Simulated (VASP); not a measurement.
Be2Pd:

```xyz
6
Lattice="5.1534 0.0000 0.0000 0.0000 5.1534 0.0000 0.0000 0.0000 3.4078" Properties=species:S:1:pos:R:3 pbc="T T T"
Be    1.5684    1.5684    0.0000
Be    1.0083    4.1451    1.7039
Be    3.5850    3.5850    0.0000
Be    4.1451    1.0083    1.7039
Pd    0.0000    0.0000    0.0000
Pd    2.5767    2.5767    1.7039
```

```yaml
Program: VASP 6.6.1
Task: relaxation of cell and atoms
Functional: PBE
Potentials_or_basis: VASP PAW PBE potentials, release 64 (Be, Pd)
Cutoff: 600 eV
k_mesh: 8 × 8 × 12
Occupations: gaussian, width 0.1 eV
Spin: no spin polarisation
```

At the start: pressure 0.4 GPa; volume 15.08 Å³/atom.

**Question.** How do energy, volume and symmetry change on relaxing?

**Answer.** Over 32 steps the energy falls by 92.2 meV/atom and the volume is 14.26 Å³/atom (-5.5 %); space group P4_2/mnm (No. 136, to 0.1 Å) before and after.

The path:
```tsv
step	energy change (eV)	largest force (eV/Å)	pressure (GPa)	volume (Å³)
1	0.0000	0.0072	0.40	90.50
2	-0.0029	0.0616	-0.12	90.99
3	-0.0039	0.1269	-0.74	91.60
4	-0.0053	0.1432	-0.79	91.63
5	-0.0105	0.1906	-0.95	91.72
6	-0.0218	0.2747	-1.28	91.89
7	-0.0479	0.4637	-1.89	92.17
8	-0.1177	0.8214	-3.15	92.49
9	-0.1563	1.2083	-5.42	92.23
10	-0.1606	1.0260	-4.14	92.53
11	-0.1646	1.0469	-4.28	92.52
12	-0.1652	1.0487	-4.30	92.52
13	-0.1668	1.0545	-4.37	92.53
14	-0.1697	1.0653	-4.50	92.54
15	-0.1733	1.0855	-4.75	92.56
16	-0.1773	1.0817	-4.73	92.51
17	-0.1892	1.0704	-4.66	92.35
18	-0.2125	1.0473	-4.49	92.04
19	-0.2573	0.9992	-4.17	91.43
20	-0.3393	0.8963	-3.46	90.21
21	-0.4692	0.6495	-1.84	87.78
22	-0.5281	0.1799	2.55	83.01
23	-0.5459	0.2065	0.66	84.79
24	-0.5470	0.1399	1.00	84.45
25	-0.5468	0.1081	1.15	84.29
26	-0.5495	0.0652	0.88	84.57
27	-0.5520	0.0606	0.04	85.39
28	-0.5522	0.0360	0.20	85.23
29	-0.5525	0.0251	0.13	85.31
30	-0.5530	0.0067	-0.06	85.55
31	-0.5530	0.0111	-0.09	85.58
32	-0.5531	0.0046	-0.02	85.54
```

Final structure:
```
Be Pd
1.0
     4.59405    0.00000    0.00000
     0.00000    4.59405    0.00000
     0.00000    0.00000    4.05303
Be Pd
4 2
Direct
  0.33696 0.33696 0.00000
  0.16304 0.83696 0.50000
  0.66304 0.66304 0.00000
  0.83696 0.16304 0.50000
  0.00000 0.00000 0.00000
  0.50000 0.50000 0.50000
```

Caveat: the highest band is partly filled, so the run has too few bands; a cell axis changed by over 15 % at a fixed basis, so the end point is rough.
